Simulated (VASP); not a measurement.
The system is TaCN.

```xyz
6
Lattice="2.8710 0.0000 0.0000 0.0000 2.8710 0.0000 0.0000 0.0000 7.2683" Properties=species:S:1:pos:R:3 pbc="T T T"
C     0.0000    1.4355    6.5415
C     1.4355    0.0000    0.7268
Ta    0.0000    1.4355    2.4349
Ta    1.4355    0.0000    4.8334
N     0.0000    1.4355    4.4845
N     1.4355    0.0000    2.7838
```

* Program: VASP 6.6.1
* Task: relaxation of cell and atoms
* Functional: r2SCAN
* Potentials or basis: VASP PAW PBE potentials, release 64 (C, Ta_pv, N)
* Cutoff: 600 eV
* k mesh: 9 × 9 × 4
* Occupations: fermi-dirac, width 0.1 eV
* Spin: no spin polarisation

At the start: pressure 29.3 GPa; volume 9.98 Å³/atom.

**Question.** How do energy, volume and symmetry change on relaxing?

**Answer.** Over 51 steps the energy falls by 878.7 meV/atom and the volume is 10.54 Å³/atom (+5.5 %); space group P4/nmm (No. 129, to 0.1 Å) before and after.

Step by step:
```tsv
step	energy change (eV)	largest force (eV/Å)	pressure (GPa)	volume (Å³)
1	0.0000	7.3598	29.30	59.91
3	-1.8311	2.5287	-21.90	67.31
5	-3.4883	1.3827	-3.27	58.37
7	-3.8831	2.1952	18.73	53.89
9	-4.2910	2.4704	17.37	53.83
11	-4.3654	2.2257	17.70	53.79
13	-4.4001	1.7185	18.72	53.75
15	-4.8251	1.2489	-4.32	57.94
17	-4.9145	1.0481	-4.53	58.14
19	-5.0759	0.6094	3.56	57.20
21	-5.0959	0.3823	-0.30	57.79
23	-5.1303	0.2746	-1.01	58.07
25	-5.1404	0.2003	-1.11	58.26
27	-5.1609	0.1274	4.06	57.79
29	-5.1847	0.2376	3.67	58.27
31	-5.2269	0.4124	1.47	59.79
33	-5.2537	0.2201	-0.49	61.47
35	-5.2604	0.1803	1.04	61.62
37	-5.2664	0.2414	-0.17	62.41
39	-5.2688	0.0851	-0.53	62.71
41	-5.2697	0.0864	0.32	62.71
43	-5.2703	0.0229	0.44	62.74
45	-5.2709	0.0805	-0.09	62.95
47	-5.2712	0.0414	-0.27	63.09
49	-5.2717	0.0455	0.05	63.15
51	-5.2720	0.0216	0.18	63.22
```

Final structure:
```
C Ta N
1.0
     3.02755    0.00000    0.00000
     0.00000    3.02755    0.00000
     0.00000    0.00000    6.89713
C Ta N
2 2 2
Direct
  0.00000 0.50000 0.87658
  0.50000 0.00000 0.12342
  0.00000 0.50000 0.19503
  0.50000 0.00000 0.80497
  0.00000 0.50000 0.66615
  0.50000 0.00000 0.33385
```

Caveat: the PAW data sets were made with another functional, which shifts forces and pressure a little.
